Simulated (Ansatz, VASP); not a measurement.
## MnO: VASP beside Ansatz

File POSCAR:

```
MnO
1.0
    0.0000000000      2.2252116491      2.2252116491
    2.2252116491      0.0000000000      2.2252116491
    2.2252116491      2.2252116491      0.0000000000
Mn O
1 1
Direct
    0.0000000000      0.0000000000      0.0000000000
    0.5000000000      0.5000000000      0.5000000000
```

Contents of INCAR.step1:

```
SYSTEM = MnO
PREC = Accurate
ENCUT = 520
ISMEAR = 0
SIGMA = 0.1
LREAL = .False.
LASPH = .True.
NELM = 150
ISPIN = 2
MAGMOM = 4.69 0.28
LMAXMIX = 4
NBANDS = 20
GGA = PE
ALGO = Normal
EDIFF = 1E-4
LWAVE = .True.
LCHARG = .False.
```

Contents of INCAR.step2:

```
SYSTEM = MnO
PREC = Accurate
ENCUT = 520
EDIFF = 1E-7
ISMEAR = 0
SIGMA = 0.1
LREAL = .False.
LASPH = .True.
NELM = 150
ALGO = Normal
ISIF = 2
LWAVE = .False.
LCHARG = .False.
ISPIN = 2
MAGMOM = 4.69 0.28
LORBIT = 11
LMAXMIX = 4
METAGGA = R2SCAN
LMIXTAU = .True.
NBANDS = 20
ISTART = 1
```

The input KPOINTS:

```
Automatic mesh
0
Gamma
  16 16 16
  0 0 0
```

Input for Ansatz:

```yaml
crystal:
  lattice:
    - [0.0, 2.2252116491, 2.2252116491]
    - [2.2252116491, 0.0, 2.2252116491]
    - [2.2252116491, 2.2252116491, 0.0]
  atoms:
    - { symbol: Mn, position: [0.0, 0.0, 0.0], spin: 4.69 }
    - { symbol: O, position: [0.5, 0.5, 0.5], spin: 0.28 }
basis:
  ecutwfc: 500
kpoints:
  mp_grid: { grid: [16, 16, 16] }
  band_path:
    path:
      - [[0.0, 0.0, 0.0], [0.5, 0.0, 0.5], [0.625, 0.25, 0.625]]
      - [[0.375, 0.375, 0.75], [0.0, 0.0, 0.0], [0.5, 0.5, 0.5], [0.5, 0.25, 0.75], [0.5, 0.0, 0.5]]
    npoints: 14
hamiltonian:
  xc: r2scan
scf:
  occupations: { method: gaussian, width: 0.1 }
  n_extra_bands: 6
output:
  forces: true
  stress: true
  eigenvalues: true
  populations: true
  dos: { projected: true, de: 0.02, nscf_kmesh: { grid: [24, 24, 24] } }
  bader: true
  write_density: true
  write_potential: true
  elf: true
  volumetric_format: npy
magnetization:
  spin_polarized: true
checkpoint:
  read: start.run
  write: ck
  compress: false
  write_wavefunctions: false
  write_every: 100000
```

Alike in both runs: task single point; functional r2SCAN; k mesh 16 × 16 × 16; occupations gaussian, width 0.1 eV; collinear spin.

|  | VASP | Ansatz |
| --- | --- | --- |
| version | VASP 6.6.1 | Ansatz 0.2.0 |
| potentials or method | VASP PAW PBE potentials, release 64 (Mn_pv, O), cutoff 520 eV | scalar-relativistic, plane waves, PAW |
| valence electrons in the cell | 19 | 21 |

|  | VASP | Ansatz | Ansatz less VASP |
| --- | --- | --- | --- |
| gap on the k mesh at the Fermi level (eV) | none | none | - |
| pressure (GPa) | 0.2 | 0.0 | -0.18 |
| net moment per atom (μB) | 2.50 | 2.50 | 0.000 |
| size of the moment on the site where the two differ most (μB) | 4.54 | 4.27 | -0.277 |

VASP's potentials were made for PBE, not for r2SCAN. Site moments also hang on the region over which each program counts them. A gap of «none» marks a metal or a gap that the smearing closes. VASP's potentials hold 19 valence electrons a cell and Ansatz's 21, so a difference there can come from the potentials and not from the codes. Ansatz's warnings: stability check not made.
